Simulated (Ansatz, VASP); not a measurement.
**TiO2 in VASP and in Ansatz**

```
Ti O
1.0
     4.54447    0.00000    0.00000
     0.00000    5.51387    0.00000
     0.00000    0.00000    4.89454
Ti O
4 8
Direct
  0.00000 0.17563 0.25000
  0.50000 0.32437 0.75000
  0.00000 0.82437 0.75000
  0.50000 0.67563 0.25000
  0.27110 0.38176 0.41910
  0.22890 0.11824 0.91910
  0.77110 0.11824 0.58090
  0.72890 0.38176 0.08090
  0.72890 0.61824 0.58090
  0.77110 0.88176 0.08090
  0.22890 0.88176 0.41910
  0.27110 0.61824 0.91910
```

Alike in both runs: functional r2SCAN; k mesh 4 × 4 × 4; occupations gaussian, width 0.1 eV; no spin polarisation.

Ansatz relaxed the structure, and its values are those at the end. VASP's run is a single point on that final structure, the one shown.

|  | VASP | Ansatz |
| --- | --- | --- |
| version | VASP 6.6.1 | Ansatz 0.2.0 |
| potentials or method | VASP PAW PBE potentials, release 64 (Ti_sv, O), cutoff 520 eV | scalar-relativistic, plane waves, PAW |
| valence electrons in the cell | 96 | 96 |

|  | VASP | Ansatz | Ansatz less VASP |
| --- | --- | --- | --- |
| gap on the k mesh at the Fermi level (eV) | 3.06 | 3.04 | -0.015 |
| least direct gap on the mesh (eV) | 3.09 | 3.08 | -0.013 |
| pressure (GPa) | 1.3 | 0.0 | -1.31 |
| rms of the force components (eV/Å) | 0.050 | 0.002 | -0.0482 |

VASP's potentials were made for PBE, not for r2SCAN.
